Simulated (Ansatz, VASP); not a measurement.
One calculation of GaN, two programs

Contents of INCAR:

```
SYSTEM = GaN
PREC     = Accurate       ! precision mode
ENCUT    = 600            ! plane-wave cutoff, eV
EDIFF    = 1E-6           ! SCF threshold, eV
ISMEAR   = 0              ! smearing method
SIGMA    = 0.03           ! smearing width, eV
LREAL    = .FALSE.        ! projectors in reciprocal space
LASPH    = .TRUE.         ! aspherical terms in the spheres
NELM     = 120            ! most SCF steps
ALGO     = Normal         ! electronic algorithm
ISIF     = 2              ! what is computed and relaxed
LWAVE    = .FALSE.        ! write WAVECAR
LCHARG   = .FALSE.        ! write CHGCAR
NBANDS   = 16             ! bands
GGA_COMPAT= .FALSE.
```

Contents of KPOINTS:

```
regular mesh
0
G
  12 12 12
  0 0 0
```

POSCAR

```
GaN
1.0
    0.0000000000      1.9587504878      1.9587504878
    1.9587504878      0.0000000000      1.9587504878
    1.9587504878      1.9587504878      0.0000000000
Ga N
1 1
Direct
    0.0000000000      0.0000000000      0.0000000000
    0.5000000000      0.5000000000      0.5000000000
```

Input for Ansatz:

```yaml
crystal:
  lattice:
    - [0.0, 1.9587504878, 1.9587504878]
    - [1.9587504878, 0.0, 1.9587504878]
    - [1.9587504878, 1.9587504878, 0.0]
  atoms:
    - { symbol: Ga, position: [0.0, 0.0, 0.0] }
    - { symbol: "N", position: [0.5, 0.5, 0.5] }
scf:
  occupations: { method: gaussian, width: 0.03 }
output:
  forces: true
  stress: true
  eigenvalues: true
  write_density: true
  write_potential: true
  elf: true
  volumetric_format: npy
hamiltonian:
  xc: lda
basis:
  ecutwfc: 520
kpoints:
  mp_grid: { grid: [12, 12, 12] }
```

Alike in both runs: task single point; functional LDA; k mesh 12 × 12 × 12; occupations gaussian, width 0.03 eV; no spin polarisation.

|  | VASP | Ansatz |
| --- | --- | --- |
| version | VASP 6.6.1 | Ansatz 0.2.0 |
| potentials or method | VASP PAW LDA potentials, release 64 (Ga_d, N), cutoff 600 eV | scalar-relativistic, plane waves, PAW |
| valence electrons in the cell | 18 | 18 |

|  | VASP | Ansatz | Ansatz less VASP |
| --- | --- | --- | --- |
| gap on the k mesh at the Fermi level (eV) | 2.02 | 2.00 | -0.017 |
| least direct gap on the mesh (eV) | 5.78 | 5.80 | +0.020 |

LDA's correlation is that of Perdew and Zunger in VASP and of Perdew and Wang (1992) in Ansatz.
